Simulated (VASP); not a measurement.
# B (P6_3/mmc) in VASP: a series of runs, part 2 of 2

VASP 6.6.1. Earlier steps stand in the parts before.

### Step 3. Relaxation of cell and atoms, r2SCAN

This run uses another cell than the first one, of 6.55 Å³/atom, 0.668 times its volume.

Contents of POSCAR:

```
B
1.0
    2.1005919712      0.0000000000      0.0000000000
   -1.0502959856      1.8191660100      0.0000000000
    0.0000000000      0.0000000000      6.8605333778
B
4
Direct
    0.0000000000      0.0000000000      0.0000000000
    0.0000000000      0.0000000000      0.5000000000
    0.3333333333      0.6666666667      0.2500000000
    0.6666666667      0.3333333333      0.7500000000
```

Contents of INCAR.step1:

```
SYSTEM = B
  ALGO = Normal
  EDIFF = 1E-4
  ENCUT = 600
  GGA = PE
  ISMEAR = -1
  LASPH = .TRUE.
  LCHARG = .FALSE.
  LREAL = .FALSE.
  LWAVE = .TRUE.
  NELM = 60
  PREC = Accurate
  SIGMA = 0.1
```

Contents of INCAR.step2:

```
SYSTEM = B
  ALGO = Normal
  EDIFF = 1E-6
  EDIFFG = -0.01
  ENCUT = 600
  IBRION = 2
  ISIF = 3
  ISMEAR = -1
  ISTART = 1
  LASPH = .TRUE.
  LCHARG = .FALSE.
  LMIXTAU = .TRUE.
  LREAL = .FALSE.
  LWAVE = .FALSE.
  METAGGA = R2SCAN
  NELM = 60
  NSW = 80
  PREC = Accurate
  SIGMA = 0.1
```

Contents of KPOINTS:

```
k-points
0
G
  17 17 5
  0 0 0
```

Potentials or basis: VASP PAW PBE potentials, release 64 (B).

Run with:

```bash
$ cat potpaw_PBE.64/B/POTCAR > POTCAR
$ cp INCAR.step1 INCAR
$ mpirun -np 1 vasp_std > vasp.out
$ cp INCAR.step2 INCAR
$ mpirun -np 1 vasp_std > vasp.out
```

OUTCAR:

```text
SYSTEM = B
   EDIFF = 1E-6
   EDIFFG = -0.01
   ENCUT = 600
   IBRION = 2
   ISIF = 3
   ISMEAR = -1
   ISTART = 1
   LASPH = .TRUE.
   LREAL = .FALSE.
   METAGGA = R2SCAN
   NELM = 60
   NSW = 80
   PREC = Accurate

 ion  position               nearest neighbor table
   1  0.000  0.000  0.000-   3 2.10   4 2.10   3 2.10   4 2.10   4 2.10   3 2.10
   2  0.000  0.000  0.500-   3 2.10   4 2.10   3 2.10   4 2.10   4 2.10   3 2.10
   3  0.333  0.667  0.250-   1 2.10   2 2.10   1 2.10   2 2.10   1 2.10   2 2.10
   4  0.667  0.333  0.750-   1 2.10   2 2.10   1 2.10   2 2.10   1 2.10   2 2.10

  LATTYP: Found a hexagonal cell.
 ALAT       =     2.1005919712
 C/A-ratio  =     3.2659999999

  Lattice vectors:

 A1 = (   2.1005919712,   0.0000000000,   0.0000000000)
 A2 = (  -1.0502959856,   1.8191660100,   0.0000000000)
 A3 = (   0.0000000000,   0.0000000000,   6.8605333778)

Analysis of symmetry for initial positions (statically):
=====================================================================
 Subroutine PRICEL returns:
 Original cell was already a primitive cell.

 Routine SETGRP: Setting up the symmetry group for a
 hexagonal supercell.

 Subroutine GETGRP returns: Found 24 space group operations
 (whereof 12 operations were pure point group operations)
 out of a pool of 24 trial point group operations.

The static configuration has the point symmetry D_3d.
 The point group associated with its full space group is D_6h.

Analysis of symmetry for dynamics (positions and initial velocities):
=====================================================================
 Subroutine PRICEL returns:
 Original cell was already a primitive cell.

 Routine SETGRP: Setting up the symmetry group for a
 hexagonal supercell.

 Subroutine GETGRP returns: Found 24 space group operations
 (whereof 12 operations were pure point group operations)
 out of a pool of 24 trial point group operations.

The dynamic configuration has the point symmetry D_3d.
 The point group associated with its full space group is D_6h.

 Subroutine INISYM returns: Found 24 space group operations
 (whereof 12 operations are pure point group operations),
 and found     1 'primitive' translations

----------------------------------------------------------------------------------------

                                     Primitive cell

  volume of cell :      26.2163

  direct lattice vectors                    reciprocal lattice vectors
     2.100591971  0.000000000  0.000000000     0.476056280  0.274851222  0.000000000
    -1.050295986  1.819166010  0.000000000     0.000000000  0.549702443  0.000000000
     0.000000000  0.000000000  6.860533378     0.000000000  0.000000000  0.145761262

  length of vectors
     2.100591971  2.100591971  6.860533378     0.549702443  0.549702443  0.145761262

  position of ions in fractional coordinates (direct lattice)
     0.000000000  0.000000000  0.000000000
     0.000000000  0.000000000  0.500000000
     0.333333333  0.666666667  0.250000000
     0.666666667  0.333333333  0.750000000

  ion indices of the primitive-cell ions
   primitive index   ion index
                 1           1
                 2           2
                 3           3
                 4           4

----------------------------------------------------------------------------------------

 KPOINTS: k-points
[... 68 lines left out ...]
   EDIFF  = 0.1E-05   stopping-criterion for ELM
   LREAL  =      F    real-space projection
   EDIFFG = -.1E-01   stopping-criterion for IOM
   NSW    =     80    number of steps for IOM
   IBRION =      2    ionic relax: 0-MD 1-quasi-New 2-CG
   NFREE  =      1    steps in history (QN), initial steepest desc. (CG)
   ISIF   =      3    stress and relaxation
   ISYM   =      2    0-nonsym 1-usesym 2-fastsym
   POTIM  = 0.5000    time-step for ionic-motion
   TEBEG  =    0.0;   TEEND  =   0.0 temperature during run
   PSTRESS=    0.0 pullay stress
   NELECT =      12.0000    total number of electrons
   NUPDOWN=      -1.0000    fix difference up-down
   EMIN   =  10.00;   EMAX   =-10.00  energy-range for DOS
   EFERMI =   0.00;   METHOD = LEGACY
   ISMEAR =    -1;   SIGMA  =   0.10  broadening in eV -4-tet -1-fermi 0-gaus
   EFERMI_NEDOS =   21; number of points for ismear=-14 and -15
   IALGO  =     38    algorithm
   IMIX   =      4    mixing-type and parameters
     AMIX     =   0.40;   BMIX     =  1.00
     AMIX_MAG =   1.60;   BMIX_MAG =  1.00
  volume/ion in A,a.u.               =       6.55        44.23
  Fermi-wavevector in a.u.,A,eV,Ry     =   1.261667  2.384204 21.657789  1.591803
  Thomas-Fermi vector in A             =   2.395114
   LORBIT       =      0    0 simple, 1 ext, 2 COOP (PROOUT), +10 PAW based schemes
   METAGGA = R2SCAN    functional components
   LHFCALC =     F    Hartree Fock is set to
   AEXX    =    0.0000 exact exchange contribution
   IVDW    =     0    specifies the selected vdW correction
   LEPSILON=     F    determine dielectric tensor
   LRPA    =     F    only Hartree local field effects (RPA)
 conjugate gradient relaxation of ions
 non-spin polarized calculation
  energy-cutoff  :      600.00
  volume of cell :       26.22
 maximum number of plane-waves:       890
 NGX is ok and might be reduce to    18
   NGX =  9   NGY =  9   NGZ = 27

--------------------------------------- Ionic step        1  -------------------------------------------

 number of electron      12.0000000 magnetization

 Free energy of the ion-electron system (eV)
  ---------------------------------------------------
  ext. energy  EPLUGINS =         0.00000000
  ---------------------------------------------------
  free energy    TOTEN  =       -22.95401428 eV

  energy without entropy =      -22.92652889  energy(sigma->0) =      -22.94027159

------------------------ aborting loop because EDIFF is reached ----------------------------------------

  FORCE on cell =-STRESS in cart. coord.  units (eV):
  Direction    XX          YY          ZZ          XY          YZ          ZX
  --------------------------------------------------------------------------------------
  -------------------------------------------------------------------------------------
  Total       -4.5374815     -4.5374815     -3.0300732     -0.0000000     -0.0000000      0.0000000
  in kB     -277.3023391   -277.3023391   -185.1790227     -0.0000000     -0.0000000      0.0000000
  external PRESSURE =    -246.5945670 kB  Pullay stress =       0.0000000 kB
[... 95 lines left out ...]
  FREE ENERGIE OF THE ION-ELECTRON SYSTEM (eV)
  ---------------------------------------------------
  free  energy   TOTEN  =       -23.2041226525 eV

  energy  without entropy=      -23.1779449896  energy(sigma->0) =      -23.19103382

 E-fermi :  10.2784     XC(G=0): -13.8791

 val. band max:       10.2663101683   @ k =   0.4118  -0.0000   0.0000
 cond. band min:      10.3306700501   @ k =   0.3529   0.2353   0.2000
 fundamental gap:      0.0643598818
 Fermi energy:        10.2783786043

 k-point     1 :       0.0000    0.0000    0.0000
  band No.  band energies     occupation
      1      -9.9410      2.00000
      2      -8.1416      2.00000
      3      -8.1005      2.00000
      4      -3.2238      2.00000
      5      -1.9980      2.00000
      6       6.3414      2.00000
      7       6.3672      2.00000
      8      14.8138      0.00000
      9      26.3401      0.00000
     10      32.9912      0.00000
[... 287 lines left out ...]
 k-point    24 :       0.1765    0.1765    0.0000
  band No.  band energies     occupation
      1      -5.2734      2.00000
      2      -3.5561      2.00000
      3      -3.5120      2.00000
      4       0.3359      2.00000
      5       3.8696      2.00000
      6      10.9938      0.00156
      7      11.0068      0.00137
      8      19.0533      0.00000
      9      19.7579      0.00000
     10      20.5789      0.00000

 [... further k-points ...]

[... ionic steps 4 to 22 ...]

--------------------------------------- Ionic step       23  -------------------------------------------

 number of electron      12.0000002 magnetization

------------------------ aborting loop because EDIFF is reached ----------------------------------------
[... 71 lines left out ...]
--------------------------------------- Ionic step       25  -------------------------------------------

 number of electron      12.0000001 magnetization

 Free energy of the ion-electron system (eV)
  ---------------------------------------------------
  ext. energy  EPLUGINS =         0.00000000
  ---------------------------------------------------
  free energy    TOTEN  =       -25.99778067 eV

  energy without entropy =      -25.96643122  energy(sigma->0) =      -25.98210595

 E-fermi :   6.8339     XC(G=0): -11.7893

 val. band max:        6.8321728034   @ k =   0.2941  -0.0000   0.2000
 cond. band min:       6.8462029026   @ k =   0.2941   0.1176   0.4000
 fundamental gap:      0.0140300992
 Fermi energy:         6.8338607210

 k-point     1 :       0.0000    0.0000    0.0000
  band No.  band energies     occupation
      1     -11.7560      2.00000
      2     -11.3162      2.00000
      3     -11.3157      2.00000
      4     -10.7650      2.00000
      5      -3.0422      2.00000
      6      -1.2456      2.00000
      7      -1.2355      2.00000
      8       1.1362      2.00000
      9      11.1355      0.00000
     10      15.5979      0.00000
[... 330 lines left out ...]
  FREE ENERGIE OF THE ION-ELECTRON SYSTEM (eV)
  ---------------------------------------------------
  free  energy   TOTEN  =       -25.9977806676 eV

  energy  without entropy=      -25.9664312246  energy(sigma->0) =      -25.98210595

 reached required accuracy - stopping structural energy minimisation
```

Run time: 16 min. Hardware: 1 thread of Intel Xeon 6975P-C (Granite Rapids), shared host; peak memory 0.17 GiB.

Results:

* Free energy: -25.9978 eV
* Relaxed volume: 7.84 Å³/atom
* Relaxed cell: a = 1.708 Å, b = 1.708 Å, c = 12.401 Å, α = 90.00°, β = 90.00°, γ = 120.00°
* Space group after relaxing (to 0.05 Å): P6_3/mmc (No. 194)
* Energy gained by relaxing: 760.9 meV/atom
* Ionic steps: 25
* Pressure after relaxing: 0.1 GPa
* Band gap on the k mesh: zero (band 6 reaches 9.91 eV, above the bottom of band 7 at -1.24 eV)

The path:
```
step  energy change (eV)  largest force (eV/Å)  pressure (GPa)  volume (Å³)
   1              0.0000                0.0000          -24.66        26.22
   2             -0.2256                0.0000           11.23        22.57
   3             -0.2501                0.0000            1.04        23.35
   4             -0.2755                0.0000            1.55        23.34
   5             -0.3815                0.0000            3.41        23.28
   6             -0.6414                0.0000           13.28        23.00
   7             -0.6652                0.0000           58.32        21.93
   8             -0.7826                0.0000           40.38        22.32
   9             -0.7340                0.0000           50.23        22.11
  10             -0.7530                0.0000           47.51        22.16
  11             -0.7742                0.0000           43.79        22.24
  12             -0.8665                0.0000           37.56        22.61
  13             -1.0699                0.0000           21.07        23.71
  14             -1.1882                0.0000           -4.15        26.04
  15             -1.1922                0.0000           -1.06        25.69
  16             -1.2238                0.0000           -0.98        25.81
  17             -1.3202                0.0000           -0.88        26.16
  18             -1.5240                0.0000           -0.24        26.81
  19             -2.2373                0.0000            0.16        27.93
  20             -2.8985                0.0000           20.08        29.49
  21             -2.9654                0.0000           13.43        29.22
  22             -3.0326                0.0000            5.13        30.86
  23             -3.0350                0.0000            3.28        31.27
  24             -3.0437                0.0000            0.24        31.34
  25             -3.0438                0.0000            0.09        31.35
```

Final structure:
```
CELL_PARAMETERS angstrom
1.70842 0.00000 0.00000
-0.85421 1.47954 0.00000
0.00000 0.00000 12.40124
ATOMIC_POSITIONS crystal
B 0.00000 0.00000 0.00000
B 0.00000 0.00000 0.50000
B 0.33333 0.66667 0.25000
B 0.66667 0.33333 0.75000
```

Caveat: the volume moved by over 15 % at a fixed basis, so the end points are rough; the PAW data sets were made with another functional, which shifts forces and pressure a little.
